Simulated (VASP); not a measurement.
Set up this calculation in VASP 6.6.1, as the native input.

```yaml
Task: relaxation of cell and atoms
Functional: LDA
Potentials_or_basis: VASP PAW LDA potentials, release 64 (Ta_pv)
Cutoff: 600 eV
k_mesh: 16 × 16 × 16
Occupations: fermi-dirac, width 0.05 eV
Spin: no spin polarisation
Dipole_correction: no
Further_INCAR_settings: ALGO = Normal; EDIFF = 1e-06; IBRION = 2; EDIFFG = -0.005; NSW = 60; ISIF = 3
```

The structure of Ta lies in POSCAR:

```
Ta
1.0
   -1.6276760640      1.6276760640      1.6276760640
    1.6276760640     -1.6276760640      1.6276760640
    1.6276760640      1.6276760640     -1.6276760640
Ta
1
Direct
    0.0000000000      0.0000000000      0.0000000000
```

One way to write it, as run:

INCAR

```
SYSTEM = Ta
PREC     = Accurate       ! precision mode
ENCUT    = 600            ! plane-wave cutoff, eV
EDIFF    = 1E-6           ! SCF threshold, eV
ISMEAR   = -1             ! smearing method
SIGMA    = 0.05           ! smearing width, eV
LREAL    = .False.        ! projectors in reciprocal space
LASPH    = .True.         ! aspherical terms in the spheres
NELM     = 80             ! most SCF steps
ALGO     = Normal         ! electronic algorithm
ISIF     = 3              ! what is computed and relaxed
LWAVE    = .False.        ! write WAVECAR
LCHARG   = .False.        ! write CHGCAR
GGA      = CA             ! functional
IBRION   = 2              ! ionic algorithm
NSW      = 60             ! ionic steps
EDIFFG   = -0.005         ! ionic threshold
```

KPOINTS

```
regular mesh
0
Gamma
  16 16 16
  0 0 0
```

Potentials or basis: VASP PAW LDA potentials, release 64 (Ta_pv).

Run with:

```bash
$ cat potpaw_LDA.64/Ta_pv/POTCAR > POTCAR
$ mpirun -np 1 vasp_std > vasp.out
```

It gave:

```json
{
 "Relaxed volume": "17.28 Å³/atom",
 "Relaxed cell": "a = 2.821 Å, b = 2.821 Å, c = 2.821 Å, α = 109.47°, β = 109.47°, γ = 109.47°",
 "Space group after relaxing (to 0.05 Å)": "Im-3m (No. 229)",
 "Energy gained by relaxing": "0.0 meV/atom",
 "Ionic steps": "3",
 "Pressure after relaxing": "0.0 GPa"
}
```

Wall time 23 s on 1 thread of Intel(R) Xeon(R) Platinum 8488C (Sapphire Rapids) (shared host), peak memory 0.16 GiB.
